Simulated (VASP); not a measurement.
# Ga3Se (Pm-3m) in VASP: a series of runs

Ga3Se is run at these levels: PBE; tasks: single point.

All numbers are computed with VASP 6.6.1; they aren't measurements. Logs are shortened: lines on timing, memory, paths and dates and some standing lists are left out, and cuts for length are marked.

### Step 1. The cell of the first run

Symmetry: Pm-3m, No. 221, cubic system. Conventional cell: a = 4.432 Å, b = 4.432 Å, c = 4.432 Å, α = 90.00°, β = 90.00°, γ = 90.00°. Ga (site symmetry 4/mmm) has 8 Ga at 3.13 Å and 4 Se at 3.13 Å within 4.1 Å. Within 4.1 Å of Se (site symmetry m-3m) lie 12 Ga at 3.13 Å.

### Step 2. Single point, PBE

Input file INCAR:

```
PREC     = Accurate       # precision mode
ENCUT    = 520            # plane-wave cutoff, eV
EDIFF    = 1E-6           # SCF threshold, eV
ISMEAR   = 0              # smearing method
SIGMA    = 0.1            # smearing width, eV
LREAL    = False          # projectors in reciprocal space
LASPH    = True           # aspherical terms in the spheres
NELM     = 80             # most SCF steps
ALGO     = Normal         # electronic algorithm
ISIF     = 2              # what is computed and relaxed
LWAVE    = False          # write WAVECAR
LCHARG   = False          # write CHGCAR
GGA      = PE             # functional
NBANDS   = 30             # bands
```

Input file KPOINTS:

```
regular mesh
0
Gamma
  1 1 1
```

Input file POSCAR:

```
Ga3Se
1.0
    4.4324650000      0.0000000000      0.0000000000
    0.0000000000      4.4324650000      0.0000000000
    0.0000000000      0.0000000000      4.4324650000
Ga Se
3 1
Direct
    0.0000000000      0.5000000000      0.5000000000
    0.5000000000      0.0000000000      0.5000000000
    0.5000000000      0.5000000000      0.0000000000
    0.0000000000      0.0000000000      0.0000000000
```

Potentials or basis: VASP PAW PBE potentials, release 64 (Ga_d, Se).

Started as:

```bash
cat potpaw_PBE.64/Ga_d/POTCAR potpaw_PBE.64/Se/POTCAR > POTCAR
mpirun -np 1 vasp_gam > vasp.out
```

OUTCAR:

```text
PREC = Accurate
   ENCUT = 520
   EDIFF = 1E-6
   ISMEAR = 0
   LREAL = False
   LASPH = True
   NELM = 80
   ISIF = 2
   GGA = PE

 ion  position               nearest neighbor table
   1  0.000  0.500  0.500-
   2  0.500  0.000  0.500-
   3  0.500  0.500  0.000-
   4  0.000  0.000  0.000-

  LATTYP: Found a simple cubic cell.
 ALAT       =     4.4324650000

  Lattice vectors:

 A1 = (   4.4324650000,   0.0000000000,   0.0000000000)
 A2 = (   0.0000000000,   4.4324650000,   0.0000000000)
 A3 = (   0.0000000000,   0.0000000000,   4.4324650000)

Analysis of symmetry for initial positions (statically):
=====================================================================
 Subroutine PRICEL returns:
 Original cell was already a primitive cell.

 Routine SETGRP: Setting up the symmetry group for a
 simple cubic supercell.

 Subroutine GETGRP returns: Found 48 space group operations
 (whereof 48 operations were pure point group operations)
 out of a pool of 48 trial point group operations.

The static configuration has the point symmetry O_h .

Analysis of symmetry for dynamics (positions and initial velocities):
=====================================================================
 Subroutine PRICEL returns:
 Original cell was already a primitive cell.

 Routine SETGRP: Setting up the symmetry group for a
 simple cubic supercell.

 Subroutine GETGRP returns: Found 48 space group operations
 (whereof 48 operations were pure point group operations)
 out of a pool of 48 trial point group operations.

The dynamic configuration has the point symmetry O_h .

 Subroutine INISYM returns: Found 48 space group operations
 (whereof 48 operations are pure point group operations),
 and found     1 'primitive' translations

----------------------------------------------------------------------------------------

                                     Primitive cell

  volume of cell :      87.0835

  direct lattice vectors                    reciprocal lattice vectors
     4.432465000  0.000000000  0.000000000     0.225608098  0.000000000  0.000000000
     0.000000000  4.432465000  0.000000000     0.000000000  0.225608098  0.000000000
     0.000000000  0.000000000  4.432465000     0.000000000  0.000000000  0.225608098

  length of vectors
     4.432465000  4.432465000  4.432465000     0.225608098  0.225608098  0.225608098

  position of ions in fractional coordinates (direct lattice)
     0.000000000  0.500000000  0.500000000
     0.500000000  0.000000000  0.500000000
     0.500000000  0.500000000  0.000000000
     0.000000000  0.000000000  0.000000000

  ion indices of the primitive-cell ions
   primitive index   ion index
                 1           1
                 2           2
                 3           3
                 4           4

----------------------------------------------------------------------------------------

 KPOINTS: regular mesh

Automatic generation of k-mesh.
 Grid dimensions read from file:
 generate k-points for:    1    1    1

 Generating k-lattice:

  Cartesian coordinates                     Fractional coordinates (reciprocal lattice)
     0.225608098  0.000000000  0.000000000     1.000000000  0.000000000  0.000000000
     0.000000000  0.225608098  0.000000000     0.000000000  1.000000000  0.000000000
     0.000000000  0.000000000  0.225608098     0.000000000  0.000000000  1.000000000

  Length of vectors
     0.225608098  0.225608098  0.225608098

  Shift w.r.t. Gamma in fractional coordinates (k-lattice)
     0.000000000  0.000000000  0.000000000

 Subroutine IBZKPT returns following result:
 ===========================================

 Found      1 irreducible k-points:

 Following reciprocal coordinates:
            Coordinates               Weight
  0.000000  0.000000  0.000000      1.000000
   k-points           NKPTS =      1   k-points in BZ     NKDIM =      1   number of bands    NBANDS=     30
   number of dos      NEDOS =    301   number of ions     NIONS =      4
   total plane-waves  NPLWV =  46656
   dimension x,y,z NGX =    36 NGY =   36 NGZ =   36
   dimension x,y,z NGXF=    72 NGYF=   72 NGZF=   72
   ions per type =               3   1
   NGX,Y,Z   is equivalent  to a cutoff of  13.50, 13.50, 13.50 a.u.
   NGXF,Y,Z  is equivalent  to a cutoff of  27.00, 27.00, 27.00 a.u.
 SYSTEM =  unknown system
   PREC   = accura    normal or accurate (medium, high low for compatibility)
   ISTART =      0    job   : 0-new  1-cont  2-samecut
   ICHARG =      2    charge: 1-file 2-atom 10-const
   ISPIN  =      1    spin polarized calculation?
   LNONCOLLINEAR =      F non collinear calculations
   LSORBIT =      F    spin-orbit coupling
   LASPH  =      T    aspherical Exc in radial PAW
   ENCUT  =  520.0 eV  38.22 Ry    6.18 a.u.   8.24  8.24  8.24*2*pi/ulx,y,z
   NELM   =     80;   NELMIN=  2; NELMDL= -5     # of ELM steps
   EDIFF  = 0.1E-05   stopping-criterion for ELM
   LREAL  =      F    real-space projection
   EDIFFG = 0.1E-04   stopping-criterion for IOM
   NSW    =      0    number of steps for IOM
   IBRION =     -1    ionic relax: 0-MD 1-quasi-New 2-CG
   NFREE  =      0    steps in history (QN), initial steepest desc. (CG)
   ISIF   =      2    stress and relaxation
   ISYM   =      2    0-nonsym 1-usesym 2-fastsym
   POTIM  = 0.5000    time-step for ionic-motion
   TEBEG  =    0.0;   TEEND  =   0.0 temperature during run
   PSTRESS=    0.0 pullay stress
   NELECT =      45.0000    total number of electrons
   NUPDOWN=      -1.0000    fix difference up-down
   EMIN   =  10.00;   EMAX   =-10.00  energy-range for DOS
   EFERMI =   0.00;   METHOD = LEGACY
   ISMEAR =     0;   SIGMA  =   0.10  broadening in eV -4-tet -1-fermi 0-gaus
   EFERMI_NEDOS =   21; number of points for ismear=-14 and -15
   IALGO  =     38    algorithm
   IMIX   =      4    mixing-type and parameters
     AMIX     =   0.40;   BMIX     =  1.00
     AMIX_MAG =   1.60;   BMIX_MAG =  1.00
  volume/ion in A,a.u.               =      21.77       146.92
  Fermi-wavevector in a.u.,A,eV,Ry     =   1.313713  2.482557 23.481488  1.725841
  Thomas-Fermi vector in A             =   2.444016
   LORBIT       =      0    0 simple, 1 ext, 2 COOP (PROOUT), +10 PAW based schemes
   GGA     = PE    functional components
   LHFCALC =     F    Hartree Fock is set to
   AEXX    =    0.0000 exact exchange contribution
   IVDW    =     0    specifies the selected vdW correction
   LEPSILON=     F    determine dielectric tensor
   LRPA    =     F    only Hartree local field effects (RPA)
 non-spin polarized calculation
 Gauss-broadening in eV      SIGMA  =   0.10
  energy-cutoff  :      520.00
  volume of cell :       87.08
 maximum number of plane-waves:      1163
 NGX is ok and might be reduce to    36
   NGX = 17   NGY = 17   NGZ = 17

 number of electron      44.9999944 magnetization

 Free energy of the ion-electron system (eV)
  ---------------------------------------------------
  ext. energy  EPLUGINS =         0.00000000
  ---------------------------------------------------
  free energy    TOTEN  =        -9.91871414 eV

  energy without entropy =       -9.81271136  energy(sigma->0) =       -9.86571275

 E-fermi :   6.0879     XC(G=0): -10.2184

 val. band max:        1.9358390218   @ k =   0.0000   0.0000   0.0000
 cond. band min:       6.1563056724   @ k =   0.0000   0.0000   0.0000
 fundamental gap:      4.2204666506
 Fermi energy:         6.0878986378

 k-point     1 :       0.0000    0.0000    0.0000
  band No.  band energies     occupation
      1     -10.1723      2.00000
      2     -10.1048      2.00000
      3     -10.1048      2.00000
      4     -10.1048      2.00000
      5      -9.9942      2.00000
      6      -9.9942      2.00000
[... 22 lines left out ...]
     29      10.6215      0.00000
     30      11.8350      0.00000

------------------------ aborting loop because EDIFF is reached ----------------------------------------

  FORCE on cell =-STRESS in cart. coord.  units (eV):
  Direction    XX          YY          ZZ          XY          YZ          ZX
  --------------------------------------------------------------------------------------
  -------------------------------------------------------------------------------------
  Total        4.1601219      4.1601219      4.1601219      0.0000000      0.0000000     -0.0000000
  in kB       76.5386324     76.5386324     76.5386324      0.0000000      0.0000000     -0.0000000
  external PRESSURE =      76.5386324 kB  Pullay stress =       0.0000000 kB

 VOLUME and BASIS-vectors are now :
 -----------------------------------------------------------------------------
  energy-cutoff  :      520.00
  volume of cell :       87.08
      direct lattice vectors                 reciprocal lattice vectors
     4.432465000  0.000000000  0.000000000     0.225608098  0.000000000  0.000000000
     0.000000000  4.432465000  0.000000000     0.000000000  0.225608098  0.000000000
     0.000000000  0.000000000  4.432465000     0.000000000  0.000000000  0.225608098

 POSITION                                       TOTAL-FORCE (eV/Angst)
 -----------------------------------------------------------------------------------
      0.00000      2.21623      2.21623         0.000000      0.000000      0.000000
      2.21623      0.00000      2.21623         0.000000      0.000000      0.000000
      2.21623      2.21623      0.00000         0.000000      0.000000      0.000000
      0.00000      0.00000      0.00000         0.000000      0.000000      0.000000
 -----------------------------------------------------------------------------------
    total drift:                                0.000000      0.000000      0.000000

  FREE ENERGIE OF THE ION-ELECTRON SYSTEM (eV)
  ---------------------------------------------------
  free  energy   TOTEN  =        -9.9187141392 eV

  energy  without entropy=       -9.8127113626  energy(sigma->0) =       -9.86571275
```

It took 6 s on 1 thread of Intel Xeon Platinum 8488C (Sapphire Rapids), shared host; peak memory 0.19 GiB.

Results:

| Property | Result |
| --- | --- |
| Free energy | -9.9187 eV |
| Pressure | 7.7 GPa |

Caveat: the k points lie up to 1.42 Å⁻¹ apart.

### Step 3. Single point, PBE

Input file INCAR:

```
  PREC = Accurate
  ENCUT = 520
  EDIFF = 1E-6
  ISMEAR = 0
  SIGMA = 0.1
  LREAL = False
  LASPH = True
  NELM = 80
  ALGO = Normal
  ISIF = 2
  LWAVE = False
  LCHARG = False
  GGA = PE
  NBANDS = 30
```

Input file KPOINTS:

```
regular mesh
0
Gamma
  2 2 2
```

POSCAR is that of step 2.

Potentials or basis: VASP PAW PBE potentials, release 64 (Ga_d, Se).

Started as:

```bash
cat potpaw_PBE.64/Ga_d/POTCAR potpaw_PBE.64/Se/POTCAR > POTCAR
mpirun -np 1 vasp_std > vasp.out
```

It took 10 s on 1 thread of Intel Xeon Platinum 8488C (Sapphire Rapids), shared host; peak memory 0.19 GiB.

The run converged. Its results:

```
Free energy : -11.2800 eV
Pressure    : 4.0 GPa
```

Levels at points of the mesh, in eV from the Fermi level:
| k point | band 19 | band 20 | band 21 | band 22 | band 23 | band 24 | band 25 | band 26 |
| --- | --- | --- | --- | --- | --- | --- | --- | --- |
| (0.00, 0.00, 0.00) | -3.07 | -3.07 | -2.46 | -2.46 | 2.09 | 2.09 | 2.09 | 4.84 |
| (0.50, 0.00, 0.00) | -2.01 | -2.01 | -1.82 | -0.41 | 0.09 | 0.09 | 1.70 | 4.33 |
| (0.50, 0.50, 0.00) | -6.10 | -1.32 | -0.28 | -0.09 | -0.09 | 1.58 | 2.09 | 2.12 |
| (0.50, 0.50, 0.50) | -4.72 | -4.19 | -4.19 | -4.19 | -3.33 | 4.63 | 4.63 | 4.63 |

Caveat: the k points lie up to 0.71 Å⁻¹ apart.
